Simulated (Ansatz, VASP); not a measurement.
## Two plane-wave programs on KBr

```
CELL_PARAMETERS angstrom
5.67165 0.00000 0.00000
-2.83582 4.91179 0.00000
0.00000 0.00000 6.65143
ATOMIC_POSITIONS crystal
K 0.33333 0.66667 0.25000
K 0.66667 0.33333 0.75000
Br 0.66667 0.33333 0.25000
Br 0.33333 0.66667 0.75000
```

Alike in both runs: task single point; functional PBE; k mesh 6 × 6 × 4; no spin polarisation.

|  | VASP | Ansatz |
| --- | --- | --- |
| version | VASP 6.6.1 | Ansatz 0.2.0 |
| potentials or method | VASP PAW PBE potentials, release 64 (K_sv, Br) | plane waves, PAW |
| plane-wave cutoff (eV) | 520 | 420 |
| occupations | gaussian, width 0.01 eV | fixed |
| valence electrons in the cell | 32 | 32 |

|  | VASP | Ansatz | Ansatz less VASP |
| --- | --- | --- | --- |
| gap on the k mesh at the Fermi level (eV) | 4.14 | 4.14 | +0.001 |
| pressure (GPa) | 0.0 | 0.0 | -0.02 |
